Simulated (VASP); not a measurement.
N, 4 atoms in the cell. The structure is hexagonal, space group P6_3/mmc (No. 194). The conventional cell has a = 4.167 Å, b = 4.167 Å, c = 7.006 Å, α = 90.00°, β = 90.00°, γ = 120.00°. Within 1.5 Å of N (site symmetry 3m) lie 1 N at 1.11 Å. 

```yaml
Program: VASP 6.6.1
Task: single point
Functional: PBE-based screened hybrid with 20 % exact exchange
Potentials_or_basis: VASP PAW PBE potentials, release 64 (N_h)
Cutoff: 1000 eV
k_mesh: 4 × 4 × 2
Occupations: fermi-dirac, width 0.05 eV
Spin: no spin polarisation
Dipole_correction: no
Grid_for_exact_exchange_PRECFOCK: Normal
Share_of_exact_exchange: 0.2
Further_INCAR_settings: ALGO = Normal; EDIFF = 1e-06; NBANDS = 18
Screening_parameter: 0.2 1/Å
```

Potentials or basis: VASP PAW PBE potentials, release 64 (N_h).

The run is started by

```sh
$ cat potpaw_PBE.64/N_h/POTCAR > POTCAR
$ cp INCAR.step1 INCAR
$ mpirun -np 1 vasp_std > vasp.out
$ cp INCAR.step2 INCAR
$ mpirun -np 1 vasp_std > vasp.out
```

Hardware: 1 thread of Intel(R) Xeon(R) Platinum 8488C (Sapphire Rapids), with other jobs on the host.

How long does it take, and how much memory?

It took 10 min on 1 thread of Intel(R) Xeon(R) Platinum 8488C (Sapphire Rapids), with other jobs on the host, peak memory 0.54 GiB. Counts: k points 8.
